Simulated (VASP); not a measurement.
Here is a VASP 6.6.1 calculation.

File POSCAR:

```
SiC
1.0
    3.0775593349      0.0000000000      0.0000000000
   -1.5387796674      2.6652445657      0.0000000000
    0.0000000000      0.0000000000     10.8829106734
Si C
4 4
Direct
    0.6666666667      0.3333333333      0.9378376197
    0.3333333333      0.6666666667      0.4378376197
    0.0000000000      0.0000000000      0.6878931817
    0.0000000000      0.0000000000      0.1878931817
    0.6666666667      0.3333333333      0.7498040034
    0.3333333333      0.6666666667      0.2498040034
    0.0000000000      0.0000000000      0.5004641952
    0.0000000000      0.0000000000      0.0004641952
```

Contents of INCAR.step1:

```
  PREC = Accurate
  ENCUT = 520
  ISMEAR = 0
  SIGMA = 0.05
  LREAL = F
  LASPH = T
  NELM = 80
  NBANDS = 26
  GGA = PE
  ALGO = Normal
  EDIFF = 1E-4
  LWAVE = T
  LCHARG = F
```

Contents of INCAR.step2:

```
  PREC = Accurate
  ENCUT = 520
  EDIFF = 1E-6
  ISMEAR = 0
  SIGMA = 0.05
  LREAL = F
  LASPH = T
  NELM = 80
  ALGO = Normal
  ISIF = 2
  LWAVE = F
  LCHARG = F
  METAGGA = R2SCAN
  LMIXTAU = T
  NBANDS = 26
  ISTART = 1
```

KPOINTS

```
Automatic mesh
0
Gamma
  12 12 4
```

Potentials or basis: VASP PAW PBE potentials, release 64 (Si, C).

Run with:

```sh
$ cat potpaw_PBE.64/Si/POTCAR potpaw_PBE.64/C/POTCAR > POTCAR
$ cp INCAR.step1 INCAR
$ mpirun -np 1 vasp_std > vasp.out
$ cp INCAR.step2 INCAR
$ mpirun -np 1 vasp_std > vasp.out
```

**Question.** What does it give for the band gap on the k mesh?

**Answer.** 2.16 eV, indirect (least direct gap 3.53 eV).

**Question.** Estimate the pressure.

**Answer.** -13.5 GPa.

Stress tensor (GPa, compression positive):
```
 -2.14   0.00   0.00
  0.00  -2.14   0.00
  0.00   0.00 -36.32
```

Caveat: the cell differs from its parent crystal (strain +0.000 along x and y, +0.080 along z); the PAW data sets were made with another functional, which shifts forces and pressure a little. A k mesh can miss the band edges.
